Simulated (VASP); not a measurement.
A run of VASP 6.6.1 is set up as follows.

INCAR

```
ALGO = Normal
EDIFF = 1E-6
ENCUT = 520
GGA = RP
ISIF = 2
ISMEAR = -1
LASPH = True
LCHARG = False
LREAL = False
LWAVE = False
NBANDS = 8
NELM = 60
PREC = Accurate
SIGMA = 0.1
```

File KPOINTS:

```
k-points
0
Gamma
  13 13 13
```

Contents of POSCAR:

```
Al
1.0
    2.8105064733      0.0000000000      0.0000000000
    0.0000000000      2.8105064733      0.0000000000
    0.0000000000      0.0000000000      2.8105064733
Al
1
Direct
    0.0000000000      0.0000000000      0.0000000000
```

Potentials or basis: VASP PAW PBE potentials, release 64 (Al).

Command:

```bash
$ cat potpaw_PBE.64/Al/POTCAR > POTCAR
$ mpirun -np 1 vasp_std > vasp.out
```

Problem. Estimate the pressure.

Solution. -3.6 GPa.

Caveat: the PAW data sets were made with another functional, which shifts forces and pressure a little.
